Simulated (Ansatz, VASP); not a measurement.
## Ge: VASP beside Ansatz

File INCAR:

```
  ALGO = Normal
  EDIFF = 1E-6
  ENCUT = 500
  GGA = PE
  GGA_COMPAT = False
  ISIF = 2
  ISMEAR = 0
  LASPH = True
  LCHARG = False
  LREAL = False
  LWAVE = False
  NBANDS = 13
  NELM = 120
  PREC = Accurate
  SIGMA = 0.1
```

The input KPOINTS:

```
k-points
0
Gamma
  10 10 10
```

The input POSCAR:

```
Ge
1.0
    0.0000000000      2.0008743033      2.0008743033
    2.0008743033      0.0000000000      2.0008743033
    2.0008743033      2.0008743033      0.0000000000
Ge
1
Direct
    0.0000000000      0.0000000000      0.0000000000
```

Input for Ansatz:

```yaml
crystal:
  lattice:
    - [0.0, 2.0008743033, 2.0008743033]
    - [2.0008743033, 0.0, 2.0008743033]
    - [2.0008743033, 2.0008743033, 0.0]
  atoms:
    - { symbol: Ge, position: [0.0, 0.0, 0.0] }
basis:
  ecutwfc: 420
kpoints:
  mp_grid: { grid: [10, 10, 10] }
hamiltonian:
  xc: pbe
scf:
  occupations: { method: gaussian, width: 0.1 }
output:
  forces: true
  stress: true
  eigenvalues: true
```

Alike in both runs: task single point; functional PBE; k mesh 10 × 10 × 10; occupations gaussian, width 0.1 eV; no spin polarisation.

|  | VASP | Ansatz |
| --- | --- | --- |
| version | VASP 6.6.1 | Ansatz 0.2.0 |
| potentials or method | VASP PAW PBE potentials, release 64 (Ge_d), cutoff 500 eV | scalar-relativistic, plane waves, PAW |
| valence electrons in the cell | 14 | 14 |

```tsv
	VASP	Ansatz	Ansatz less VASP
gap on the k mesh at the Fermi level (eV)	none	none	-
pressure (GPa)	19.0	19.0	+0.09
```

A gap of «none» marks a metal or a gap that the smearing closes.
